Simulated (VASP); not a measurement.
# Be (P6_3/mmc) in VASP: a series of runs

Runs on Be. Level: LDA. Tasks: single point.

Program: VASP 6.6.1. These are calculated values, not measurements. Logs are shortened: lines on timing, memory, paths and dates and some standing lists are left out, and cuts for length are marked.

## 1. The cell of the first run

Symmetry: P6_3/mmc, No. 194, hexagonal system. Conventional cell: a = 2.076 Å, b = 2.076 Å, c = 3.305 Å, α = 90.00°, β = 90.00°, γ = 120.00°. Be (site symmetry -6m2) has 12 Be at 2.04 to 2.08 Å within 2.7 Å.

## 2. Single point, LDA

INCAR

```
SYSTEM = Be
PREC = Accurate
ENCUT = 520
EDIFF = 1E-7
ISMEAR = -1
SIGMA = 0.1
LREAL = .False.
LASPH = .True.
NELM = 100
ALGO = Normal
ISIF = 2
LWAVE = .False.
LCHARG = .False.
GGA = CA
NBANDS = 9
```

KPOINTS

```
Automatic mesh
0
Gamma
  21 21 12
  0 0 0
```

POSCAR

```
Be
1.0
    2.0760836513      0.0000000000      0.0000000000
   -1.0380418256      1.7979411824      0.0000000000
    0.0000000000      0.0000000000      3.3049827064
Be
2
Direct
    0.3333333333      0.6666666667      0.2500000000
    0.6666666667      0.3333333333      0.7500000000
```

Potentials or basis: VASP PAW LDA potentials, release 64 (Be).

Command:

```
$ cat potpaw_LDA.64/Be/POTCAR > POTCAR
$ mpirun -np 1 vasp_std > vasp.out
```

OUTCAR:

```text
SYSTEM = Be
   PREC = Accurate
   ENCUT = 520
   EDIFF = 1E-7
   ISMEAR = -1
   LREAL = .False.
   LASPH = .True.
   NELM = 100
   ISIF = 2
   GGA = CA

 ion  position               nearest neighbor table
   1  0.333  0.667  0.250-   2 2.04   2 2.04   2 2.04   2 2.04   2 2.04   2 2.04
   2  0.667  0.333  0.750-   1 2.04   1 2.04   1 2.04   1 2.04   1 2.04   1 2.04

  LATTYP: Found a hexagonal cell.
 ALAT       =     2.0760836513
 C/A-ratio  =     1.5919313773

  Lattice vectors:

 A1 = (   2.0760836513,   0.0000000000,   0.0000000000)
 A2 = (  -1.0380418256,   1.7979411824,   0.0000000000)
 A3 = (   0.0000000000,   0.0000000000,   3.3049827064)

Analysis of symmetry for initial positions (statically):
=====================================================================
 Subroutine PRICEL returns:
 Original cell was already a primitive cell.

 Routine SETGRP: Setting up the symmetry group for a
 hexagonal supercell.

 Subroutine GETGRP returns: Found 24 space group operations
 (whereof 12 operations were pure point group operations)
 out of a pool of 24 trial point group operations.

The static configuration has the point symmetry D_3d.
 The point group associated with its full space group is D_6h.

Analysis of symmetry for dynamics (positions and initial velocities):
=====================================================================
 Subroutine PRICEL returns:
 Original cell was already a primitive cell.

 Routine SETGRP: Setting up the symmetry group for a
 hexagonal supercell.

 Subroutine GETGRP returns: Found 24 space group operations
 (whereof 12 operations were pure point group operations)
 out of a pool of 24 trial point group operations.

The dynamic configuration has the point symmetry D_3d.
 The point group associated with its full space group is D_6h.

 Subroutine INISYM returns: Found 24 space group operations
 (whereof 12 operations are pure point group operations),
 and found     1 'primitive' translations

----------------------------------------------------------------------------------------

                                     Primitive cell

  volume of cell :      12.3364

  direct lattice vectors                    reciprocal lattice vectors
     2.076083651  0.000000000  0.000000000     0.481676160  0.278095860  0.000000000
    -1.038041826  1.797941182  0.000000000     0.000000000  0.556191721  0.000000000
     0.000000000  0.000000000  3.304982706     0.000000000  0.000000000  0.302573444

  length of vectors
     2.076083651  2.076083651  3.304982706     0.556191721  0.556191721  0.302573444

  position of ions in fractional coordinates (direct lattice)
     0.333333333  0.666666667  0.250000000
     0.666666667  0.333333333  0.750000000

  ion indices of the primitive-cell ions
   primitive index   ion index
                 1           1
                 2           2

----------------------------------------------------------------------------------------

 KPOINTS: Automatic mesh

Automatic generation of k-mesh.
 Grid dimensions read from file:
 generate k-points for:   21   21   12

 Generating k-lattice:

  Cartesian coordinates                     Fractional coordinates (reciprocal lattice)
     0.022936960  0.013242660  0.000000000     0.047619048 -0.000000000  0.000000000
     0.000000000  0.026485320  0.000000000     0.000000000  0.047619048  0.000000000
     0.000000000  0.000000000  0.025214454     0.000000000  0.000000000  0.083333333

  Length of vectors
     0.026485320  0.026485320  0.025214454

  Shift w.r.t. Gamma in fractional coordinates (k-lattice)
     0.000000000  0.000000000  0.000000000

 Subroutine IBZKPT returns following result:
 ===========================================

 Found    336 irreducible k-points:

 Following reciprocal coordinates:
            Coordinates               Weight
  0.000000  0.000000  0.000000      1.000000
  0.047619  0.000000  0.000000      6.000000
  0.095238  0.000000  0.000000      6.000000
  0.142857  0.000000  0.000000      6.000000
  0.190476  0.000000  0.000000      6.000000
  0.238095  0.000000  0.000000      6.000000
[... 16 lines left out ...]
  0.142857  0.095238  0.000000     12.000000
  0.190476  0.095238  0.000000     12.000000
 [... further k-points ...]
   k-points           NKPTS =    336   k-points in BZ     NKDIM =    336   number of bands    NBANDS=      9
   number of dos      NEDOS =    301   number of ions     NIONS =      2
   total plane-waves  NPLWV =   7168
   dimension x,y,z NGX =    16 NGY =   16 NGZ =   28
   dimension x,y,z NGXF=    32 NGYF=   32 NGZF=   56
   ions per type =               2
   NGX,Y,Z   is equivalent  to a cutoff of  12.81, 12.81, 14.08 a.u.
   NGXF,Y,Z  is equivalent  to a cutoff of  25.62, 25.62, 28.17 a.u.
 SYSTEM =  Be
   PREC   = accura    normal or accurate (medium, high low for compatibility)
   ISTART =      0    job   : 0-new  1-cont  2-samecut
   ICHARG =      2    charge: 1-file 2-atom 10-const
   ISPIN  =      1    spin polarized calculation?
   LNONCOLLINEAR =      F non collinear calculations
   LSORBIT =      F    spin-orbit coupling
   LASPH  =      T    aspherical Exc in radial PAW
   ENCUT  =  520.0 eV  38.22 Ry    6.18 a.u.   3.86  3.86  6.15*2*pi/ulx,y,z
   NELM   =    100;   NELMIN=  2; NELMDL= -5     # of ELM steps
   EDIFF  = 0.1E-06   stopping-criterion for ELM
   LREAL  =      F    real-space projection
   EDIFFG = 0.1E-05   stopping-criterion for IOM
   NSW    =      0    number of steps for IOM
   IBRION =     -1    ionic relax: 0-MD 1-quasi-New 2-CG
   NFREE  =      0    steps in history (QN), initial steepest desc. (CG)
   ISIF   =      2    stress and relaxation
   ISYM   =      2    0-nonsym 1-usesym 2-fastsym
   POTIM  = 0.5000    time-step for ionic-motion
   TEBEG  =    0.0;   TEEND  =   0.0 temperature during run
   PSTRESS=    0.0 pullay stress
   NELECT =       4.0000    total number of electrons
   NUPDOWN=      -1.0000    fix difference up-down
   EMIN   =  10.00;   EMAX   =-10.00  energy-range for DOS
   EFERMI =   0.00;   METHOD = LEGACY
   ISMEAR =    -1;   SIGMA  =   0.10  broadening in eV -4-tet -1-fermi 0-gaus
   EFERMI_NEDOS =   21; number of points for ismear=-14 and -15
   IALGO  =     38    algorithm
   IMIX   =      4    mixing-type and parameters
     AMIX     =   0.40;   BMIX     =  1.00
     AMIX_MAG =   1.60;   BMIX_MAG =  1.00
  volume/ion in A,a.u.               =       6.17        41.63
  Fermi-wavevector in a.u.,A,eV,Ry     =   1.124687  2.125350 17.210291  1.264921
  Thomas-Fermi vector in A             =   2.261360
   LORBIT       =      0    0 simple, 1 ext, 2 COOP (PROOUT), +10 PAW based schemes
   GGA     = CA    functional components
   LHFCALC =     F    Hartree Fock is set to
   AEXX    =    0.0000 exact exchange contribution
   IVDW    =     0    specifies the selected vdW correction
   LEPSILON=     F    determine dielectric tensor
   LRPA    =     F    only Hartree local field effects (RPA)
 non-spin polarized calculation
  energy-cutoff  :      520.00
  volume of cell :       12.34
 maximum number of plane-waves:       345
 NGX is ok and might be reduce to    16
   NGX =  7   NGY =  7   NGZ = 13

 number of electron       4.0000000 magnetization

 Free energy of the ion-electron system (eV)
  ---------------------------------------------------
  ext. energy  EPLUGINS =         0.00000000
  ---------------------------------------------------
  free energy    TOTEN  =        -8.13369104 eV

  energy without entropy =       -8.12840933  energy(sigma->0) =       -8.13105019

 E-fermi :   8.9902     XC(G=0): -11.4682

 val. band max:        8.9701949991   @ k =   0.3333   0.2857   0.1667
 cond. band min:       9.0394334651   @ k =   0.2381   0.2381   0.0833
 fundamental gap:      0.0692384660
 Fermi energy:         8.9902287800

 k-point     1 :       0.0000    0.0000    0.0000
  band No.  band energies     occupation
      1      -3.5937      2.00000
      2       3.4140      2.00000
      3      10.9700      0.00000
      4      28.3220      0.00000
      5      28.3220      0.00000
      6      31.6258      0.00000
      7      31.6258      0.00000
      8      33.7590      0.00000
      9      40.8050      0.00000

 k-point     2 :       0.0476    0.0000    0.0000
  band No.  band energies     occupation
      1      -3.5246      2.00000
      2       3.5160      2.00000
      3      10.9696      0.00000
      4      27.6788      0.00000
      5      27.7829      0.00000
      6      31.6659      0.00000
      7      31.9339      0.00000
      8      33.6323      0.00000
      9      39.5207      0.00000

 k-point     3 :       0.0952    0.0000    0.0000
  band No.  band energies     occupation
      1      -3.3170      2.00000
      2       3.8218      2.00000
      3      10.9652      0.00000
      4      26.0447      0.00000
      5      26.6532      0.00000
      6      31.7372      0.00000
      7      32.3207      0.00000
      8      33.1895      0.00000
      9      37.4196      0.00000

 k-point     4 :       0.1429    0.0000    0.0000
  band No.  band energies     occupation
      1      -2.9703      2.00000
      2       4.3307      2.00000
      3      10.9446      0.00000
      4      23.9400      0.00000
      5      25.4061      0.00000
      6      31.6964      0.00000
      7      32.2496      0.00000
      8      32.3087      0.00000
      9      35.1882      0.00000
[... 205 lines left out ...]
 k-point    22 :       0.0952    0.0952    0.0000
  band No.  band energies     occupation
      1      -2.7614      2.00000
      2       4.6356      2.00000
      3      10.9389      0.00000
      4      23.1320      0.00000
      5      24.3297      0.00000
      6      31.5768      0.00000
      7      31.7378      0.00000
      8      31.9382      0.00000
      9      36.1917      0.00000

 k-point    23 :       0.1429    0.0952    0.0000
  band No.  band energies     occupation
      1      -2.2731      2.00000
      2       5.3457      2.00000
      3      10.8879      0.00000
      4      21.0816      0.00000
      5      23.1199      0.00000
      6      30.2789      0.00000
      7      30.9379      0.00000
      8      31.2658      0.00000
      9      35.5364      0.00000

 k-point    24 :       0.1905    0.0952    0.0000
  band No.  band energies     occupation
      1      -1.6434      2.00000
      2       6.2553      2.00000
      3      10.7466      0.00000
      4      19.0733      0.00000
      5      22.0065      0.00000
      6      28.2901      0.00000
      7      29.6099      0.00000
      8      30.6929      0.00000
      9      35.0698      0.00000

 [... further k-points ...]
[... 5 lines left out ...]
  --------------------------------------------------------------------------------------
  -------------------------------------------------------------------------------------
  Total        2.9082772      2.9082772      2.9064409      0.0000000      0.0000000      0.0000000
  in kB      377.7085828    377.7085828    377.4700978      0.0000000      0.0000000      0.0000000
  external PRESSURE =     377.6290878 kB  Pullay stress =       0.0000000 kB

 VOLUME and BASIS-vectors are now :
 -----------------------------------------------------------------------------
  energy-cutoff  :      520.00
  volume of cell :       12.34
      direct lattice vectors                 reciprocal lattice vectors
     2.076083651  0.000000000  0.000000000     0.481676160  0.278095860  0.000000000
    -1.038041826  1.797941182  0.000000000     0.000000000  0.556191721  0.000000000
     0.000000000  0.000000000  3.304982706     0.000000000  0.000000000  0.302573444

 POSITION                                       TOTAL-FORCE (eV/Angst)
 -----------------------------------------------------------------------------------
     -0.00000      1.19863      0.82625         0.000000     -0.000000      0.000000
      1.03804      0.59931      2.47874        -0.000000      0.000000      0.000000
 -----------------------------------------------------------------------------------
    total drift:                                0.000000     -0.000000      0.000000

  FREE ENERGIE OF THE ION-ELECTRON SYSTEM (eV)
  ---------------------------------------------------
  free  energy   TOTEN  =        -8.1336910364 eV

  energy  without entropy=       -8.1284093339  energy(sigma->0) =       -8.13105019
```

Wall time 22 s (1 thread of AMD EPYC 9R45 (Zen 5), shared host); peak memory 0.1 GiB.

What came out:

| Item | Value |
| --- | --- |
| Free energy | -8.1337 eV |
| Pressure | 37.8 GPa |
| Band gap on the k mesh | zero (band 2 reaches 10.00 eV, above the bottom of band 3 at 7.66 eV) |

## 3. Single point, LDA

INCAR

```
SYSTEM = Be
  ALGO = Normal
  EDIFF = 1E-7
  ENCUT = 520
  GGA = CA
  ISIF = 2
  ISMEAR = -1
  LASPH = .TRUE.
  LCHARG = .FALSE.
  LREAL = .FALSE.
  LWAVE = .FALSE.
  NBANDS = 9
  NELM = 100
  PREC = Accurate
  SIGMA = 0.1
```

KPOINTS

```
k-points
0
G
  21 21 12
  0 0 0
```

POSCAR

```
Be
1.0
    2.0754730510      0.0000000000      0.0000000000
   -1.0377365255      1.7974123871      0.0000000000
    0.0000000000      0.0000000000      3.3040335228
Be
2
Direct
    0.3333333333      0.6666666667      0.2500000000
    0.6666666667      0.3333333333      0.7500000000
```

Potentials or basis: VASP PAW LDA potentials, release 64 (Be).

Command:

```
$ cat potpaw_LDA.64/Be/POTCAR > POTCAR
$ mpirun -np 1 vasp_std > vasp.out
```

OUTCAR:

```text
SYSTEM = Be
   EDIFF = 1E-7
   ENCUT = 520
   GGA = CA
   ISIF = 2
   ISMEAR = -1
   LASPH = .TRUE.
   LREAL = .FALSE.
   NELM = 100
   PREC = Accurate

 ion  position               nearest neighbor table
   1  0.333  0.667  0.250-   2 2.04   2 2.04   2 2.04   2 2.04   2 2.04   2 2.04
   2  0.667  0.333  0.750-   1 2.04   1 2.04   1 2.04   1 2.04   1 2.04   1 2.04

  LATTYP: Found a hexagonal cell.
 ALAT       =     2.0754730510
 C/A-ratio  =     1.5919423869

  Lattice vectors:

 A1 = (   2.0754730510,   0.0000000000,   0.0000000000)
 A2 = (  -1.0377365255,   1.7974123871,   0.0000000000)
 A3 = (   0.0000000000,   0.0000000000,   3.3040335228)

Analysis of symmetry for initial positions (statically):
=====================================================================
 Subroutine PRICEL returns:
 Original cell was already a primitive cell.

 Routine SETGRP: Setting up the symmetry group for a
 hexagonal supercell.

 Subroutine GETGRP returns: Found 24 space group operations
 (whereof 12 operations were pure point group operations)
 out of a pool of 24 trial point group operations.

The static configuration has the point symmetry D_3d.
 The point group associated with its full space group is D_6h.

[... 163 lines left out ...]
 val. band max:        8.9784890272   @ k =   0.3333   0.2857   0.1667
 cond. band min:       9.0474746368   @ k =   0.2381   0.2381   0.0833
 fundamental gap:      0.0689856096
 Fermi energy:         8.9984418629

 k-point     1 :       0.0000    0.0000    0.0000
  band No.  band energies     occupation
      1      -3.5901      2.00000
      2       3.4185      2.00000
      3      10.9822      0.00000
      4      28.3437      0.00000
      5      28.3437      0.00000
      6      31.6494      0.00000
      7      31.6494      0.00000
      8      33.7845      0.00000
      9      40.8307      0.00000
[... 265 lines left out ...]
 k-point    24 :       0.1905    0.0952    0.0000
  band No.  band energies     occupation
      1      -1.6394      2.00000
      2       6.2615      2.00000
      3      10.7567      0.00000
      4      19.0887      0.00000
      5      22.0247      0.00000
      6      28.3107      0.00000
      7      29.6330      0.00000
      8      30.7167      0.00000
      9      35.0933      0.00000

 [... further k-points ...]
[... 5 lines left out ...]
  --------------------------------------------------------------------------------------
  -------------------------------------------------------------------------------------
  Total        2.9220196      2.9220196      2.9212516      0.0000000     -0.0000000      0.0000000
  in kB      379.8257724    379.8257724    379.7259446      0.0000000     -0.0000000      0.0000000
  external PRESSURE =     379.7924964 kB  Pullay stress =       0.0000000 kB

 VOLUME and BASIS-vectors are now :
 -----------------------------------------------------------------------------
  energy-cutoff  :      520.00
  volume of cell :       12.33
      direct lattice vectors                 reciprocal lattice vectors
     2.075473051  0.000000000  0.000000000     0.481817868  0.278177676  0.000000000
    -1.037736525  1.797412387  0.000000000     0.000000000  0.556355351  0.000000000
     0.000000000  0.000000000  3.304033523     0.000000000  0.000000000  0.302660367

 POSITION                                       TOTAL-FORCE (eV/Angst)
 -----------------------------------------------------------------------------------
     -0.00000      1.19827      0.82601        -0.000000      0.000000      0.000000
      1.03774      0.59914      2.47803         0.000000      0.000000      0.000000
 -----------------------------------------------------------------------------------
    total drift:                                0.000000     -0.000000      0.000000

  FREE ENERGIE OF THE ION-ELECTRON SYSTEM (eV)
  ---------------------------------------------------
  free  energy   TOTEN  =        -8.1311374298 eV

  energy  without entropy=       -8.1258589334  energy(sigma->0) =       -8.12849818
```

It took 21 s on 1 thread of AMD EPYC 9R45 (Zen 5), shared host; peak memory 0.1 GiB.

Results:

```
Free energy            : -8.1311 eV
Pressure               : 38.0 GPa
Band gap on the k mesh : zero (band 2 reaches 10.01 eV, above the bottom of band 3 at 7.67 eV)
```
